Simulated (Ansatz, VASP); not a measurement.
**Gd2ZrN3 in VASP and in Ansatz**

```
Gd Zr N
1.0
     3.40001    0.00000    0.00000
    -1.70000    2.94449    0.00000
     0.00000    0.00000    8.48075
Gd Zr N
2 1 3
Direct
  0.66667 0.33333 0.67049
  0.33333 0.66667 0.32951
  0.00000 0.00000 0.00000
  0.33333 0.66667 0.85299
  0.66667 0.33333 0.14701
  0.00000 0.00000 0.50000
```

Alike in both runs: functional PBE; k mesh 4 × 4 × 2; occupations gaussian, width 0.15 eV; collinear spin.

Ansatz relaxed the structure, and its values are those at the end. VASP's run is a single point on that final structure, the one shown.

```csv
,VASP,Ansatz
version,VASP 6.6.1,Ansatz 0.2.0
potentials or method,"VASP PAW PBE potentials, release 64 (Gd, Zr_sv, N), cutoff 520 eV","scalar-relativistic, plane waves, PAW"
valence electrons in the cell,63,63
```

```tsv
	VASP	Ansatz	Ansatz less VASP
gap on the k mesh at the Fermi level (eV)	none	none	-
pressure (GPa)	-0.4	-0.5	-0.10
rms of the force components (eV/Å)	0.007	0.006	-0.0010
net moment per atom (μB)	2.32	2.32	-0.001
size of the moment on the site where the two differ most (μB)	6.78	6.83	+0.045
```

Site moments also hang on the region over which each program counts them. A gap of «none» marks a metal or a gap that the smearing closes.

The k mesh is coarse, so the values compare programs but aren't converged. Neither program's run includes spin-orbit coupling.
